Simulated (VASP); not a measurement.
Here is a VASP 6.6.1 calculation.

INCAR

```
PREC = Accurate
ENCUT = 520
EDIFF = 1E-7
ISMEAR = 0
SIGMA = 0.15
LREAL = F
LASPH = T
NELM = 80
ALGO = Normal
ISIF = 2
LWAVE = F
LCHARG = T
GGA = PS
LELF = T
LVHAR = T
NBANDS = 18
```

KPOINTS

```
regular mesh
0
Gamma
  12 12 12
```

POSCAR

```
BiTe
1.0
    2.3863671562      1.4197322496      3.3172919545
   -2.3863671562      1.4197322496      3.3172919545
    0.0000000000     -2.8394644991      3.3172919545
Bi Te
1 1
Direct
    0.5000000000      0.5000000000      0.5000000000
    0.0000000000      0.0000000000      0.0000000000
```

Potentials or basis: VASP PAW PBE potentials, release 64 (Bi_d, Te).

The run is started by

```sh
$ cat potpaw_PBE.64/Bi_d/POTCAR potpaw_PBE.64/Te/POTCAR > POTCAR
$ mpirun -np 1 vasp_std > vasp.out
```

Problem. Estimate the pressure.

Solution. -2.5 GPa.

Stress tensor (GPa, compression positive):
```
-2.07  0.00  0.00
 0.00 -3.13 -0.55
 0.00 -0.55 -2.29
```

Caveat: the cell differs from its parent crystal (strain -0.0150 x Voigt [1, -1, 0, 0, 0, 0]); the PAW data sets were made with another functional, which shifts forces and pressure a little.
